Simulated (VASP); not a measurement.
# BaTiO3 (P4mm) in VASP: further runs, part 2 of 2

VASP 6.6.1. Earlier steps stand in the parts before.

**3. Single point, PBE (strain -0.015 along x and y, +0.030 along z)**

Input file INCAR:

```
PREC = Accurate
ENCUT = 520
EDIFF = 1E-7
ISMEAR = 0
SIGMA = 0.05
LREAL = F
LASPH = T
NELM = 80
ALGO = Normal
ISIF = 2
LWAVE = F
LCHARG = T
GGA = PE
LELF = T
LVHAR = T
NBANDS = 28
```

Input file KPOINTS:

```
regular mesh
0
Gamma
  8 8 6
```

Input file POSCAR:

```
BaTiO3
1.0
    3.9255733564      0.0000000000      0.0000000000
    0.0000000000      3.9255733564      0.0000000000
    0.0000000000      0.0000000000      4.3278614634
Ba Ti O
1 1 3
Direct
    0.0000000000      0.0000000000      0.9863187693
    0.5000000000      0.5000000000      0.4690806688
    0.5000000000      0.5000000000      0.0378497747
    0.5000000000      0.0000000000      0.5173753936
    0.0000000000      0.5000000000      0.5173753936
```

Potentials or basis: VASP PAW PBE potentials, release 64 (Ba_sv, Ti_sv, O).

The run is started by

```sh
cat potpaw_PBE.64/Ba_sv/POTCAR potpaw_PBE.64/Ti_sv/POTCAR potpaw_PBE.64/O/POTCAR > POTCAR
mpirun -np 1 vasp_std > vasp.out
```

OUTCAR:

```text
PREC = Accurate
   ENCUT = 520
   EDIFF = 1E-7
   ISMEAR = 0
   LREAL = F
   LASPH = T
   NELM = 80
   ISIF = 2
   GGA = PE

 ion  position               nearest neighbor table
   1  0.000  0.000  0.986-   3 2.78   3 2.78   3 2.78   3 2.78   5 2.82   5 2.82   4 2.82   4 2.82
                             4 3.02   5 3.02   5 3.02   4 3.02   2 3.47   2 3.47   2 3.47   2 3.47
   2  0.500  0.500  0.469-   3 1.87   4 1.97   5 1.97   4 1.97   5 1.97   1 3.47   1 3.47   1 3.47
                             1 3.47   1 3.57   1 3.57   1 3.57   1 3.57
   3  0.500  0.500  0.038-   2 1.87   1 2.78   1 2.78   1 2.78   1 2.78
   4  0.500  0.000  0.517-   2 1.97   2 1.97   1 2.82   1 2.82   1 3.02   1 3.02
   5  0.000  0.500  0.517-   2 1.97   2 1.97   1 2.82   1 2.82   1 3.02   1 3.02

  LATTYP: Found a simple tetragonal cell.
 ALAT       =     3.9255733564
 C/A-ratio  =     1.1024788153

  Lattice vectors:

 A1 = (   3.9255733564,   0.0000000000,   0.0000000000)
 A2 = (   0.0000000000,   3.9255733564,   0.0000000000)
 A3 = (   0.0000000000,   0.0000000000,   4.3278614634)

Analysis of symmetry for initial positions (statically):
=====================================================================
 Subroutine PRICEL returns:
 Original cell was already a primitive cell.

 Routine SETGRP: Setting up the symmetry group for a
 simple tetragonal supercell.

 Subroutine GETGRP returns: Found  8 space group operations
 (whereof  8 operations were pure point group operations)
 out of a pool of 16 trial point group operations.

The static configuration has the point symmetry C_4v.

Analysis of symmetry for dynamics (positions and initial velocities):
=====================================================================
 Subroutine PRICEL returns:
 Original cell was already a primitive cell.

 Routine SETGRP: Setting up the symmetry group for a
 simple tetragonal supercell.

 Subroutine GETGRP returns: Found  8 space group operations
 (whereof  8 operations were pure point group operations)
 out of a pool of 16 trial point group operations.

The dynamic configuration has the point symmetry C_4v.

 Subroutine INISYM returns: Found  8 space group operations
 (whereof  8 operations are pure point group operations),
 and found     1 'primitive' translations

----------------------------------------------------------------------------------------

                                     Primitive cell

  volume of cell :      66.6929

  direct lattice vectors                    reciprocal lattice vectors
     3.925573356  0.000000000  0.000000000     0.254739858  0.000000000  0.000000000
     0.000000000  3.925573356  0.000000000     0.000000000  0.254739858  0.000000000
     0.000000000  0.000000000  4.327861463     0.000000000  0.000000000  0.231061001

  length of vectors
     3.925573356  3.925573356  4.327861463     0.254739858  0.254739858  0.231061001

  position of ions in fractional coordinates (direct lattice)
     0.000000000  0.000000000  0.986318769
     0.500000000  0.500000000  0.469080669
     0.500000000  0.500000000  0.037849775
     0.500000000  0.000000000  0.517375394
     0.000000000  0.500000000  0.517375394

[... 32 lines left out ...]
 Found     60 irreducible k-points:

 Following reciprocal coordinates:
            Coordinates               Weight
  0.000000  0.000000  0.000000      1.000000
  0.125000  0.000000  0.000000      4.000000
  0.250000  0.000000  0.000000      4.000000
  0.375000  0.000000  0.000000      4.000000
  0.500000  0.000000  0.000000      2.000000
  0.125000  0.125000  0.000000      4.000000
[... 16 lines left out ...]
  0.375000  0.125000  0.166667     16.000000
  0.500000  0.125000  0.166667      8.000000
 [... further k-points ...]
   k-points           NKPTS =     60   k-points in BZ     NKDIM =     60   number of bands    NBANDS=     28
   number of dos      NEDOS =    301   number of ions     NIONS =      5
   total plane-waves  NPLWV =  28800
   dimension x,y,z NGX =    30 NGY =   30 NGZ =   32
   dimension x,y,z NGXF=    60 NGYF=   60 NGZF=   64
   ions per type =               1   1   3
   NGX,Y,Z   is equivalent  to a cutoff of  12.70, 12.70, 12.29 a.u.
   NGXF,Y,Z  is equivalent  to a cutoff of  25.41, 25.41, 24.58 a.u.
 SYSTEM =  unknown system
   PREC   = accura    normal or accurate (medium, high low for compatibility)
   ISTART =      0    job   : 0-new  1-cont  2-samecut
   ICHARG =      2    charge: 1-file 2-atom 10-const
   ISPIN  =      1    spin polarized calculation?
   LNONCOLLINEAR =      F non collinear calculations
   LSORBIT =      F    spin-orbit coupling
   LASPH  =      T    aspherical Exc in radial PAW
   ENCUT  =  520.0 eV  38.22 Ry    6.18 a.u.   7.30  7.30  8.05*2*pi/ulx,y,z
   NELM   =     80;   NELMIN=  2; NELMDL= -5     # of ELM steps
   EDIFF  = 0.1E-06   stopping-criterion for ELM
   LREAL  =      F    real-space projection
   EDIFFG = 0.1E-05   stopping-criterion for IOM
   NSW    =      0    number of steps for IOM
   IBRION =     -1    ionic relax: 0-MD 1-quasi-New 2-CG
   NFREE  =      0    steps in history (QN), initial steepest desc. (CG)
   ISIF   =      2    stress and relaxation
   ISYM   =      2    0-nonsym 1-usesym 2-fastsym
   POTIM  = 0.5000    time-step for ionic-motion
   TEBEG  =    0.0;   TEEND  =   0.0 temperature during run
   PSTRESS=    0.0 pullay stress
   NELECT =      40.0000    total number of electrons
   NUPDOWN=      -1.0000    fix difference up-down
   EMIN   =  10.00;   EMAX   =-10.00  energy-range for DOS
   EFERMI =   0.00;   METHOD = LEGACY
   ISMEAR =     0;   SIGMA  =   0.05  broadening in eV -4-tet -1-fermi 0-gaus
   EFERMI_NEDOS =   21; number of points for ismear=-14 and -15
   IALGO  =     38    algorithm
   IMIX   =      4    mixing-type and parameters
     AMIX     =   0.40;   BMIX     =  1.00
     AMIX_MAG =   1.60;   BMIX_MAG =  1.00
  volume/ion in A,a.u.               =      13.34        90.01
  Fermi-wavevector in a.u.,A,eV,Ry     =   1.380601  2.608958 25.933524  1.906060
  Thomas-Fermi vector in A             =   2.505463
   LORBIT       =      0    0 simple, 1 ext, 2 COOP (PROOUT), +10 PAW based schemes
   GGA     = PE    functional components
   LHFCALC =     F    Hartree Fock is set to
   AEXX    =    0.0000 exact exchange contribution
   IVDW    =     0    specifies the selected vdW correction
   LEPSILON=     F    determine dielectric tensor
   LRPA    =     F    only Hartree local field effects (RPA)
 non-spin polarized calculation
 Gauss-broadening in eV      SIGMA  =   0.05
  energy-cutoff  :      520.00
  volume of cell :       66.69
 maximum number of plane-waves:      1820
 NGX is ok and might be reduce to    30
   NGX = 15   NGY = 15   NGZ = 17

 number of electron      40.0000001 magnetization

 Free energy of the ion-electron system (eV)
  ---------------------------------------------------
  ext. energy  EPLUGINS =         0.00000000
  ---------------------------------------------------
  free energy    TOTEN  =       -39.99287053 eV

  energy without entropy =      -39.99287053  energy(sigma->0) =      -39.99287053

 E-fermi :   4.2271     XC(G=0): -11.0235

 val. band max:        3.8241374370   @ k =   0.5000   0.5000   0.5000
 cond. band min:       5.5937163803   @ k =   0.0000   0.0000   0.0000
 fundamental gap:      1.7695789433
 Fermi energy:         4.2271072617

 k-point     1 :       0.0000    0.0000    0.0000
  band No.  band energies     occupation
      1     -52.8934      2.00000
      2     -29.2003      2.00000
      3     -29.1000      2.00000
      4     -29.1000      2.00000
      5     -21.4524      2.00000
      6     -13.3078      2.00000
[... 733 lines left out ...]
     27      11.4766      0.00000
     28      11.8982      0.00000

 [... further k-points ...]

------------------------ aborting loop because EDIFF is reached ----------------------------------------

  FORCE on cell =-STRESS in cart. coord.  units (eV):
  Direction    XX          YY          ZZ          XY          YZ          ZX
  --------------------------------------------------------------------------------------
  -------------------------------------------------------------------------------------
  Total        1.9805472      1.9805472     -1.1559106      0.0000000      0.0000000      0.0000000
  in kB       47.5791020     47.5791020    -27.7686838      0.0000000      0.0000000      0.0000000
  external PRESSURE =      22.4631734 kB  Pullay stress =       0.0000000 kB

 VOLUME and BASIS-vectors are now :
 -----------------------------------------------------------------------------
  energy-cutoff  :      520.00
  volume of cell :       66.69
      direct lattice vectors                 reciprocal lattice vectors
     3.925573356  0.000000000  0.000000000     0.254739858  0.000000000  0.000000000
     0.000000000  3.925573356  0.000000000     0.000000000  0.254739858  0.000000000
     0.000000000  0.000000000  4.327861463     0.000000000  0.000000000  0.231061001

 POSITION                                       TOTAL-FORCE (eV/Angst)
 -----------------------------------------------------------------------------------
      0.00000      0.00000      4.26865        -0.000000      0.000000     -0.018557
      1.96279      1.96279      2.03012         0.000000      0.000000     -0.624056
      1.96279      1.96279      0.16381         0.000000     -0.000000      0.602824
      1.96279      0.00000      2.23913         0.000000      0.000000      0.019895
      0.00000      1.96279      2.23913         0.000000     -0.000000      0.019895
 -----------------------------------------------------------------------------------
    total drift:                                0.000000      0.000000      0.000222

  FREE ENERGIE OF THE ION-ELECTRON SYSTEM (eV)
  ---------------------------------------------------
  free  energy   TOTEN  =       -39.9928705276 eV

  energy  without entropy=      -39.9928705276  energy(sigma->0) =      -39.99287053
```

stdout:

```text
POSCAR found type information on POSCAR BaTiO
 POSCAR found :  3 types and       5 ions
 scaLAPACK will be used
 LDA part: xc-table for (Slater+PW92), standard interpolation
 POSCAR, INCAR and KPOINTS ok, starting setup
 FFT: planning ... GRIDC
 FFT: planning ... GRID_SOFT
 FFT: planning ... GRID
 WAVECAR not read
 entering main loop
```

Wall time 51 s (1 thread of Intel Xeon 6975P-C (Granite Rapids), shared host); peak memory 0.25 GiB.

What came out:

* Free energy: -39.9929 eV
* Pressure: 2.2 GPa
* Largest force: 0.624 eV/Å
* Band gap on the k mesh: 1.77 eV, indirect (least direct gap 2.42 eV)

Forces on the atoms (eV/Å):
```
Ba   0.000  0.000 -0.019
Ti   0.000  0.000 -0.624
O    0.000  0.000  0.603
O    0.000  0.000  0.020
O    0.000  0.000  0.020
```

Stress tensor (GPa, compression positive):
```
 4.76  0.00  0.00
 0.00  4.76  0.00
 0.00  0.00 -2.78
```

Levels at points of the mesh, in eV from the valence-band top:
```tsv
k point	band 17	band 18	band 19	band 20	band 21	band 22	band 23	band 24
(0.00, 0.00, 0.00)	-1.49	-1.08	-0.65	-0.65	1.77	2.34	2.34	3.97
(0.50, 0.00, 0.00)	-2.10	-1.89	-1.70	-1.41	2.43	3.48	3.53	3.87
(0.50, 0.50, 0.00)	-2.09	-1.03	-1.03	-0.04	3.56	3.56	3.76	3.99
(0.00, 0.00, 0.50)	-1.97	-1.97	-0.77	-0.77	1.86	3.18	3.18	4.12
(0.50, 0.00, 0.50)	-1.93	-1.40	-1.27	-0.69	3.20	3.53	3.59	4.85
(0.50, 0.50, 0.50)	-2.59	-0.58	-0.58	0.00	3.82	3.82	4.12	5.80
```

Caveat: the cell differs from its parent crystal (strain -0.015 along x and y, +0.030 along z); spin-orbit coupling is left out, which moves the levels of the heavy elements. A k mesh can miss the band edges.
